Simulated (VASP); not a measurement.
Write the native input for VASP 6.6.1 that does the following.

| Quantity | Value |
| --- | --- |
| Task | single point |
| Functional | r2SCAN |
| Dispersion | D4 |
| Potentials or basis | VASP PAW PBE potentials, release 64 (Mn_pv, S) |
| Cutoff | 520 eV |
| k mesh | 9 × 9 × 9 |
| Occupations | fermi-dirac, width 0.05 eV |
| Spin | collinear spin, ferromagnetic start |
| Starting moments | [4.0, 0.0] μB |
| Dipole correction | no |
| Further INCAR settings | ALGO = Normal; EDIFF = 1e-06; NBANDS = 20 |

MnS:

```
CELL_PARAMETERS angstrom
0.00000 2.60450 2.60450
2.60450 0.00000 2.60450
2.60450 2.60450 0.00000
ATOMIC_POSITIONS crystal
Mn 0.00000 0.00000 0.00000
S 0.50000 0.50000 0.50000
```

These files were run (other wordings do the same):

POSCAR

```
MnS
1.0
    0.0000000000      2.6045000000      2.6045000000
    2.6045000000      0.0000000000      2.6045000000
    2.6045000000      2.6045000000      0.0000000000
Mn S
1 1
Direct
    0.0000000000      0.0000000000      0.0000000000
    0.5000000000      0.5000000000      0.5000000000
```

INCAR.step1

```
PREC     = Accurate       # precision mode
ENCUT    = 520            # plane-wave cutoff, eV
ISMEAR   = -1             # smearing method
SIGMA    = 0.05           # smearing width, eV
LREAL    = F              # projectors in reciprocal space
LASPH    = T              # aspherical terms in the spheres
NELM     = 150            # most SCF steps
ISPIN    = 2              # spin polarisation
MAGMOM   = 4 0            # initial moments
LMAXMIX  = 4              # l up to which the mixer works
NBANDS   = 20             # bands
GGA      = PE             # functional
ALGO     = Normal         # electronic algorithm
EDIFF    = 1E-4           # SCF threshold, eV
LWAVE    = T              # write WAVECAR
LCHARG   = F              # write CHGCAR
```

INCAR.step2

```
PREC     = Accurate       # precision mode
ENCUT    = 520            # plane-wave cutoff, eV
EDIFF    = 1E-6           # SCF threshold, eV
ISMEAR   = -1             # smearing method
SIGMA    = 0.05           # smearing width, eV
LREAL    = F              # projectors in reciprocal space
LASPH    = T              # aspherical terms in the spheres
NELM     = 150            # most SCF steps
ALGO     = Normal         # electronic algorithm
ISIF     = 2              # what is computed and relaxed
LWAVE    = F              # write WAVECAR
LCHARG   = F              # write CHGCAR
ISPIN    = 2              # spin polarisation
MAGMOM   = 4 0            # initial moments
LORBIT   = 11             # projections on sites
LMAXMIX  = 4              # l up to which the mixer works
METAGGA  = R2SCAN         # meta-GGA
LMIXTAU  = T            
IVDW     = 13             # dispersion correction
VDW_S6   = 1.0          
VDW_S8   = 0.6018749    
VDW_A1   = 0.51559235   
VDW_A2   = 5.77342911   
NBANDS   = 20             # bands
ISTART   = 1
```

KPOINTS

```
regular mesh
0
Gamma
  9 9 9
```

Potentials or basis: VASP PAW PBE potentials, release 64 (Mn_pv, S).

Launch:

```sh
$ cat potpaw_PBE.64/Mn_pv/POTCAR potpaw_PBE.64/S/POTCAR > POTCAR
$ cp INCAR.step1 INCAR
$ mpirun -np 1 vasp_std > vasp.out
$ cp INCAR.step2 INCAR
$ mpirun -np 1 vasp_std > vasp.out
```

It gave:

| Property | Result |
| --- | --- |
| Pressure | -0.7 GPa |
| Band gap on the k mesh | zero (filled and empty bands overlap) |
| Net moment | 4.98 μB per cell |
| Site moments | Mn +4.50; S +0.14 μB |
| Valence electrons inside the program's atomic spheres | Mn 11.28; S 3.79 |
| Dispersion energy per atom | -0.145 eV |

Caveat: the PAW data sets were made with another functional, which shifts forces and pressure a little; a cell with one magnetic atom can't hold antiferromagnetic order, which such compounds often take; semilocal functionals often make such compounds metallic where correlation or magnetic order opens a gap, which also shifts bond lengths.

Wall time 120 s on 1 thread of Intel(R) Xeon(R) Platinum 8488C (Sapphire Rapids), on a shared host, peak memory 0.2 GiB.
